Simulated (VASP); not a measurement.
# LiB2H4 (P-1) in VASP: a series of runs

LiB2H4 is run at these levels: PBE; tasks: single point.

All numbers are computed with VASP 6.6.1; they aren't measurements. Logs are shortened: lines on timing, memory, paths and dates and some standing lists are left out, and cuts for length are marked.

### Step 1. The cell of the first run

The typed cell holds 7 atoms: a = 2.460 Å, b = 4.304 Å, c = 6.269 Å, α = 70.36°, β = 81.66°, γ = 73.51°.

### Step 2. Single point, PBE

Contents of INCAR:

```
SYSTEM = LiB2H4
PREC = Accurate ; ENCUT = 520
EDIFF = 1E-6 ; ISMEAR = 0
SIGMA = 0.1 ; LREAL = .FALSE.
LASPH = .TRUE. ; NELM = 100
ALGO = Normal ; ISIF = 2
LWAVE = .FALSE. ; LCHARG = .FALSE.
GGA = PE ; NBANDS = 16
```

Contents of KPOINTS:

```
Automatic mesh
0
G
  6 6 4
  0 0 0
```

Contents of POSCAR:

```
LiB2H4
1.0
    2.4530354353      0.1684626035     -0.0683511929
    0.9376508422      4.2007978355      0.0316114492
    0.9458628362      1.9039625136      5.8974725533
Li B H
1 2 4
Direct
    0.0000000000      0.0000000000      0.5000000000
    0.2479578911      0.4205108651      0.6131110766
    0.7520421089      0.5794891349      0.3868889234
    0.8745624164      0.4444571432      0.2395250980
    0.1254375836      0.5555428568      0.7604749020
    0.6335565498      0.8883273358      0.2926262650
    0.3664434502      0.1116726642      0.7073737350
```

Potentials or basis: VASP PAW PBE potentials, release 64 (Li_sv, B, H).

Started as:

```console
$ cat potpaw_PBE.64/Li_sv/POTCAR potpaw_PBE.64/B/POTCAR potpaw_PBE.64/H/POTCAR > POTCAR
$ mpirun -np 1 vasp_std > vasp.out
```

OUTCAR:

```text
SYSTEM = LiB2H4
   PREC = Accurate
   ENCUT = 520
   EDIFF = 1E-6
   ISMEAR = 0
   LREAL = .FALSE.
   LASPH = .TRUE.
   NELM = 100
   ISIF = 2
   GGA = PE

 ion  position               nearest neighbor table
   1  0.000  0.000  0.500-   3 2.27   2 2.27
   2  0.248  0.421  0.613-   5 1.21   7 1.23   3 1.83   3 1.83   1 2.27
   3  0.752  0.579  0.387-   4 1.21   6 1.23   2 1.83   2 1.83   1 2.27
   4  0.875  0.444  0.240-   3 1.21
   5  0.125  0.556  0.760-   2 1.21
   6  0.634  0.888  0.293-   3 1.23
   7  0.366  0.112  0.707-   2 1.23

  LATTYP: Found a triclinic cell.
 ALAT       =     8.8992999003
 B/A-ratio  =     0.6226689159
 C/A-ratio  =     1.4745610721
 COS(alpha) =     0.0013224869
 COS(beta)  =     0.6930361278
 COS(gamma) =     0.7158620909

  Lattice vectors:

 A1 = (   3.0225571922,  -5.7678351421,  -6.0657863883)
 A2 = (   3.9684200284,  -3.8638726285,  -0.1683138350)
 A3 = (  -4.3447611077,  -3.9763876307, -11.7265939137)

Analysis of symmetry for initial positions (statically):
=====================================================================
 Subroutine PRICEL returns:
 Original cell was already a primitive cell.

 Routine SETGRP: Setting up the symmetry group for a
 triclinic supercell.

 Subroutine GETGRP returns: Found  2 space group operations
 (whereof  2 operations were pure point group operations)
 out of a pool of  2 trial point group operations.

The static configuration has the point symmetry S_2 .

Analysis of symmetry for dynamics (positions and initial velocities):
=====================================================================
 Subroutine PRICEL returns:
 Original cell was already a primitive cell.

 Routine SETGRP: Setting up the symmetry group for a
 triclinic supercell.

 Subroutine GETGRP returns: Found  2 space group operations
 (whereof  2 operations were pure point group operations)
 out of a pool of  2 trial point group operations.

The dynamic configuration has the point symmetry S_2 .

 Subroutine INISYM returns: Found  2 space group operations
 (whereof  2 operations are pure point group operations),
 and found     1 'primitive' translations

----------------------------------------------------------------------------------------

                                     Primitive cell

  volume of cell :      59.8471

  direct lattice vectors                    reciprocal lattice vectors
     2.453035435  0.168462604 -0.068351193     0.412950592 -0.091898661 -0.036561936
     0.937650842  4.200797836  0.031611449    -0.018775201  0.242808015 -0.075377815
     0.945862836  1.903962514  5.897472553     0.004886700 -0.002366589  0.169544452

  length of vectors
     2.459763074  4.304287495  6.268964211     0.424629639  0.254931472  0.169631370

  position of ions in fractional coordinates (direct lattice)
     1.000000000  0.000000000  0.500000000
     0.247957891  0.420510865  0.613111077
     0.752042109  0.579489135  0.386888923
     0.874562416  0.444457143  0.239525098
     0.125437584  0.555542857  0.760474902
     0.633556550  0.888327336  0.292626265
     0.366443450  0.111672664  0.707373735

  ion indices of the primitive-cell ions
   primitive index   ion index
                 1           1
                 2           2
                 3           3
                 4           4
                 5           5
                 6           6
                 7           7

----------------------------------------------------------------------------------------

 KPOINTS: Automatic mesh

Automatic generation of k-mesh.
 Grid dimensions read from file:
 generate k-points for:    6    6    4

 Generating k-lattice:

  Cartesian coordinates                     Fractional coordinates (reciprocal lattice)
     0.068825099 -0.015316443 -0.006093656     0.166666667 -0.000000000 -0.000000000
    -0.003129200  0.040468003 -0.012562969    -0.000000000  0.166666667  0.000000000
     0.001221675 -0.000591647  0.042386113     0.000000000  0.000000000  0.250000000

  Length of vectors
     0.070771607  0.042488579  0.042407842

  Shift w.r.t. Gamma in fractional coordinates (k-lattice)
     0.000000000  0.000000000  0.000000000

 Subroutine IBZKPT returns following result:
 ===========================================

 Found     76 irreducible k-points:

 Following reciprocal coordinates:
            Coordinates               Weight
  0.000000  0.000000  0.000000      1.000000
  0.166667 -0.000000 -0.000000      2.000000
  0.333333 -0.000000 -0.000000      2.000000
  0.500000 -0.000000  0.000000      1.000000
 -0.000000  0.166667 -0.000000      2.000000
  0.166667  0.166667 -0.000000      2.000000
[... 16 lines left out ...]
  0.333333 -0.000000  0.250000      2.000000
  0.500000  0.000000  0.250000      2.000000
 [... further k-points ...]
   k-points           NKPTS =     76   k-points in BZ     NKDIM =     76   number of bands    NBANDS=     16
   number of dos      NEDOS =    301   number of ions     NIONS =      7
   total plane-waves  NPLWV =  27648
   dimension x,y,z NGX =    18 NGY =   32 NGZ =   48
   dimension x,y,z NGXF=    36 NGYF=   64 NGZF=   96
   ions per type =               1   2   4
   NGX,Y,Z   is equivalent  to a cutoff of  12.17, 12.36, 12.73 a.u.
   NGXF,Y,Z  is equivalent  to a cutoff of  24.33, 24.72, 25.46 a.u.
 SYSTEM =  LiB2H4
   PREC   = accura    normal or accurate (medium, high low for compatibility)
   ISTART =      0    job   : 0-new  1-cont  2-samecut
   ICHARG =      2    charge: 1-file 2-atom 10-const
   ISPIN  =      1    spin polarized calculation?
   LNONCOLLINEAR =      F non collinear calculations
   LSORBIT =      F    spin-orbit coupling
   LASPH  =      T    aspherical Exc in radial PAW
   ENCUT  =  520.0 eV  38.22 Ry    6.18 a.u.   4.57  8.00 11.66*2*pi/ulx,y,z
   NELM   =    100;   NELMIN=  2; NELMDL= -5     # of ELM steps
   EDIFF  = 0.1E-05   stopping-criterion for ELM
   LREAL  =      F    real-space projection
   EDIFFG = 0.1E-04   stopping-criterion for IOM
   NSW    =      0    number of steps for IOM
   IBRION =     -1    ionic relax: 0-MD 1-quasi-New 2-CG
   NFREE  =      0    steps in history (QN), initial steepest desc. (CG)
   ISIF   =      2    stress and relaxation
   ISYM   =      2    0-nonsym 1-usesym 2-fastsym
   POTIM  = 0.5000    time-step for ionic-motion
   TEBEG  =    0.0;   TEEND  =   0.0 temperature during run
   PSTRESS=    0.0 pullay stress
   NELECT =      13.0000    total number of electrons
   NUPDOWN=      -1.0000    fix difference up-down
   EMIN   =  10.00;   EMAX   =-10.00  energy-range for DOS
   EFERMI =   0.00;   METHOD = LEGACY
   ISMEAR =     0;   SIGMA  =   0.10  broadening in eV -4-tet -1-fermi 0-gaus
   EFERMI_NEDOS =   21; number of points for ismear=-14 and -15
   IALGO  =     38    algorithm
   IMIX   =      4    mixing-type and parameters
     AMIX     =   0.40;   BMIX     =  1.00
     AMIX_MAG =   1.60;   BMIX_MAG =  1.00
  volume/ion in A,a.u.               =       8.55        57.70
  Fermi-wavevector in a.u.,A,eV,Ry     =   0.984105  1.859689 13.176740  0.968463
  Thomas-Fermi vector in A             =   2.115313
   LORBIT       =      0    0 simple, 1 ext, 2 COOP (PROOUT), +10 PAW based schemes
   GGA     = PE    functional components
   LHFCALC =     F    Hartree Fock is set to
   AEXX    =    0.0000 exact exchange contribution
   IVDW    =     0    specifies the selected vdW correction
   LEPSILON=     F    determine dielectric tensor
   LRPA    =     F    only Hartree local field effects (RPA)
 non-spin polarized calculation
 Gauss-broadening in eV      SIGMA  =   0.10
  energy-cutoff  :      520.00
  volume of cell :       59.85
 maximum number of plane-waves:      1648
   NGX =  9   NGY = 15   NGZ = 23

 number of electron      12.9999993 magnetization

 Free energy of the ion-electron system (eV)
  ---------------------------------------------------
  ext. energy  EPLUGINS =         0.00000000
  ---------------------------------------------------
  free energy    TOTEN  =       -30.11283448 eV

  energy without entropy =      -30.11283448  energy(sigma->0) =      -30.11283448

 E-fermi :  -1.3720     XC(G=0):  -7.8472

 val. band max:       -1.9164946191   @ k =   0.3333  -0.0000   0.5000
 cond. band min:       2.0783362874   @ k =  -0.1667   0.3333   0.2500
 fundamental gap:      3.9948309065
 Fermi energy:        -1.3719917734

 k-point     1 :       0.0000    0.0000    0.0000
  band No.  band energies     occupation
      1     -45.8674      2.00000
      2     -11.3444      2.00000
      3      -8.1348      2.00000
      4      -5.6305      2.00000
      5      -3.8086      2.00000
      6      -3.1351      2.00000
[... 8 lines left out ...]
     15      13.7044      0.00000
     16      14.4417      0.00000

 k-point     2 :       0.1667   -0.0000   -0.0000
  band No.  band energies     occupation
      1     -45.8525      2.00000
      2     -10.8053      2.00000
      3      -7.6179      2.00000
      4      -5.2526      2.00000
      5      -3.3925      2.00000
      6      -2.9851      2.00000
[... 8 lines left out ...]
     15      12.8748      0.00000
     16      14.7591      0.00000

 k-point     3 :       0.3333   -0.0000   -0.0000
  band No.  band energies     occupation
      1     -45.8226      2.00000
      2      -9.2085      2.00000
      3      -6.3097      2.00000
      4      -4.2677      2.00000
      5      -2.9028      2.00000
      6      -2.5856      2.00000
[... 8 lines left out ...]
     15      12.3262      0.00000
     16      12.8473      0.00000
[... 362 lines left out ...]
 k-point    23 :       0.3333   -0.0000    0.2500
  band No.  band energies     occupation
      1     -45.8225      2.00000
      2      -9.1958      2.00000
      3      -6.3616      2.00000
      4      -4.2548      2.00000
      5      -2.8648      2.00000
      6      -2.5884      2.00000
[... 8 lines left out ...]
     15      11.8848      0.00000
     16      12.9769      0.00000

 k-point    24 :       0.5000    0.0000    0.2500
  band No.  band energies     occupation
      1     -45.8075      2.00000
      2      -6.9565      2.00000
      3      -6.5604      2.00000
      4      -3.5224      2.00000
      5      -3.4516      2.00000
      6      -3.2716      2.00000
[... 8 lines left out ...]
     15      11.1045      0.00000
     16      13.1779      0.00000

 [... further k-points ...]
[... 5 lines left out ...]
  --------------------------------------------------------------------------------------
  -------------------------------------------------------------------------------------
  Total       -0.0748954      0.0381453      0.0175869      0.0158403      0.0366671      0.0125809
  in kB       -2.0050383      1.0211948      0.4708215      0.4240636      0.9816218      0.3368044
  external PRESSURE =      -0.1710073 kB  Pullay stress =       0.0000000 kB

 VOLUME and BASIS-vectors are now :
 -----------------------------------------------------------------------------
  energy-cutoff  :      520.00
  volume of cell :       59.85
      direct lattice vectors                 reciprocal lattice vectors
     2.453035435  0.168462604 -0.068351193     0.412950592 -0.091898661 -0.036561936
     0.937650842  4.200797836  0.031611449    -0.018775201  0.242808015 -0.075377815
     0.945862836  1.903962514  5.897472553     0.004886700 -0.002366589  0.169544452

 POSITION                                       TOTAL-FORCE (eV/Angst)
 -----------------------------------------------------------------------------------
      0.47293      0.95198      2.94874         0.000000      0.000000     -0.000000
      1.58246      2.97559      3.61215        -0.003988     -0.016755     -0.007091
      2.75409      3.29763      2.24858         0.003988      0.016755      0.007091
      2.78864      2.47045      1.36687        -0.004952     -0.014556     -0.021557
      1.54791      3.80277      4.49387         0.004952      0.014556      0.021557
      2.66386      4.39556      1.71053        -0.001683     -0.001388     -0.006174
      1.67269      1.87766      4.15020         0.001683      0.001388      0.006174
 -----------------------------------------------------------------------------------
    total drift:                                0.000000      0.000000      0.000000

  FREE ENERGIE OF THE ION-ELECTRON SYSTEM (eV)
  ---------------------------------------------------
  free  energy   TOTEN  =       -30.1128344843 eV

  energy  without entropy=      -30.1128344843  energy(sigma->0) =      -30.11283448
```

It took 50 s on 1 thread of Intel Xeon Platinum 8488C (Sapphire Rapids), shared host; peak memory 0.2 GiB.

Results:

```
Free energy   : -30.1128 eV
Largest force : 0.026 eV/Å
```

Forces in eV/Å, atoms in the order of the input:
```
Li   0.000  0.000  0.000
B   -0.004 -0.017 -0.007
B    0.004  0.017  0.007
H   -0.005 -0.015 -0.022
H    0.005  0.015  0.022
H   -0.002 -0.001 -0.006
H    0.002  0.001  0.006
```

Caveat: the k points lie up to 0.44 Å⁻¹ apart; the cutoff is under 1.25 times the usual one of these potentials, so pressure, stress and relaxed cells hold a basis-set (Pulay) error.

### Step 3. Single point, PBE

This run uses another cell than the first one, of 8.67 Å³/atom, 1.014 times its volume.

Contents of INCAR:

```
ALGO = Normal
EDIFF = 1E-6
ENCUT = 520
GGA = PE
ISIF = 2
ISMEAR = 0
LASPH = T
LCHARG = F
LREAL = F
LWAVE = F
NBANDS = 16
NELM = 60
PREC = Accurate
SIGMA = 0.1
```

Contents of KPOINTS:

```
k-points
0
Gamma
  6 6 4
```

Contents of POSCAR:

```
LiB2H4
1.0
    2.7065852868      0.0000000000      0.0000000000
    0.7679200295      3.8827426157      0.0000000000
    1.0915201639      1.6456238385      5.7746655735
Li B H
1 2 4
Direct
    0.0000000000      0.0000000000      0.5000000000
    0.3573564387      0.4208757168      0.6327407326
    0.6426435613      0.5791242832      0.3672592674
    0.8401710020      0.3954514095      0.2358945546
    0.1598289980      0.6045485905      0.7641054454
    0.6114192555      0.8968504650      0.2621952258
    0.3885807445      0.1031495350      0.7378047742
```

Potentials or basis: VASP PAW PBE potentials, release 64 (Li_sv, B, H).

Started as:

```console
$ cat potpaw_PBE.64/Li_sv/POTCAR potpaw_PBE.64/B/POTCAR potpaw_PBE.64/H/POTCAR > POTCAR
$ mpirun -np 1 vasp_std > vasp.out
```

OUTCAR:

```text
EDIFF = 1E-6
   ENCUT = 520
   GGA = PE
   ISIF = 2
   ISMEAR = 0
   LASPH = T
   LREAL = F
   NELM = 60
   PREC = Accurate

 ion  position               nearest neighbor table
   1  0.000  0.000  0.500-   3 2.27   2 2.27   3 2.37   2 2.37
   2  0.357  0.421  0.633-   7 1.22   5 1.23   3 1.66   1 2.27   1 2.37
   3  0.643  0.579  0.367-   6 1.22   4 1.23   2 1.66   1 2.27   1 2.37
   4  0.840  0.395  0.236-   3 1.23
   5  0.160  0.605  0.764-   2 1.23
   6  0.611  0.897  0.262-   3 1.22
   7  0.389  0.103  0.738-   2 1.22

[... 668 lines left out ...]
  -------------------------------------------------------------------------------------
  Total       -0.9527176      0.7535031     -0.5109398      0.8826439     -0.2741727     -0.4709357
  in kB      -25.1528737     19.8933745    -13.4894151     23.3028440     -7.2384840    -12.4332595
  external PRESSURE =      -6.2496381 kB  Pullay stress =       0.0000000 kB

 VOLUME and BASIS-vectors are now :
 -----------------------------------------------------------------------------
  energy-cutoff  :      520.00
  volume of cell :       60.69
      direct lattice vectors                 reciprocal lattice vectors
     2.706585287  0.000000000  0.000000000     0.369469237 -0.073072788 -0.049012847
     0.767920030  3.882742616  0.000000000     0.000000000  0.257549907 -0.073394773
     1.091520164  1.645623838  5.774665574     0.000000000  0.000000000  0.173170201

 POSITION                                       TOTAL-FORCE (eV/Angst)
 -----------------------------------------------------------------------------------
      0.54576      0.82281      2.88733         0.000000      0.000000      0.000000
      1.98106      2.67541      3.65387        -0.495547      0.225159      0.138191
      2.58496      2.85296      2.12080         0.495547     -0.225159     -0.138191
      2.83515      1.92363      1.36221        -0.155601      0.334216      0.127405
      1.73087      3.60474      4.41245         0.155601     -0.334216     -0.127405
      2.62976      3.91371      1.51409         0.064547     -0.138475      0.128536
      1.93627      1.61465      4.26058        -0.064547      0.138475     -0.128536
 -----------------------------------------------------------------------------------
    total drift:                               -0.000000     -0.000000     -0.000000

  FREE ENERGIE OF THE ION-ELECTRON SYSTEM (eV)
  ---------------------------------------------------
  free  energy   TOTEN  =       -29.6047369967 eV

  energy  without entropy=      -29.6047369967  energy(sigma->0) =      -29.60473700
```

OSZICAR:

```text
N       E                     dE             d eps       ncg     rms          rms(c)
DAV:   1     0.246176863925E+02    0.24618E+02   -0.52040E+03  2432   0.702E+02
DAV:   2    -0.271859740708E+02   -0.51804E+02   -0.49106E+02  3264   0.156E+02
DAV:   3    -0.321189078528E+02   -0.49329E+01   -0.48947E+01  4704   0.330E+01
DAV:   4    -0.321810663056E+02   -0.62158E-01   -0.62153E-01  2808   0.454E+00
DAV:   5    -0.321818145485E+02   -0.74824E-03   -0.74824E-03  3584   0.447E-01    0.811E+00
DAV:   6    -0.302171501995E+02    0.19647E+01   -0.10995E+00  2664   0.574E+00    0.441E+00
DAV:   7    -0.296047288460E+02    0.61242E+00   -0.11471E+00  3288   0.532E+00    0.105E+00
DAV:   8    -0.296029548636E+02    0.17740E-02   -0.95657E-02  2912   0.192E+00    0.212E-01
DAV:   9    -0.296042298047E+02   -0.12749E-02   -0.15575E-02  3216   0.694E-01    0.187E-01
DAV:  10    -0.296045786293E+02   -0.34882E-03   -0.15912E-03  3104   0.226E-01    0.445E-02
DAV:  11    -0.296047463681E+02   -0.16774E-03   -0.30451E-04  3080   0.117E-01    0.248E-02
DAV:  12    -0.296047336087E+02    0.12759E-04   -0.59852E-05  3192   0.466E-02    0.635E-03
DAV:  13    -0.296047367476E+02   -0.31390E-05   -0.46489E-06  3152   0.146E-02    0.228E-03
DAV:  14    -0.296047369967E+02   -0.24906E-06   -0.63022E-07  2880   0.502E-03
   1 F= -.29604737E+02 E0= -.29604737E+02  d E =-.107170E-15
```

stdout:

```text
POSCAR found type information on POSCAR LiB H
 POSCAR found :  3 types and       7 ions
 scaLAPACK will be used
 LDA part: xc-table for (Slater+PW92), standard interpolation
 POSCAR, INCAR and KPOINTS ok, starting setup
 FFT: planning ... GRIDC
 FFT: planning ... GRID_SOFT
 FFT: planning ... GRID
 WAVECAR not read
 entering main loop
```

Run time: 58 s. Hardware: 1 thread of Intel Xeon Platinum 8488C (Sapphire Rapids), shared host; peak memory 0.2 GiB.

What came out:

| Item | Value |
| --- | --- |
| Free energy | -29.6047 eV |
| Largest force | 0.562 eV/Å |

Forces in eV/Å, atoms in the order of the input:
```
Li   0.000  0.000  0.000
B   -0.496  0.225  0.138
B    0.496 -0.225 -0.138
H   -0.156  0.334  0.127
H    0.156 -0.334 -0.127
H    0.065 -0.138  0.129
H   -0.065  0.138 -0.129
```

Caveat: the k points lie up to 0.40 Å⁻¹ apart; the cutoff is under 1.25 times the usual one of these potentials, so pressure, stress and relaxed cells hold a basis-set (Pulay) error.
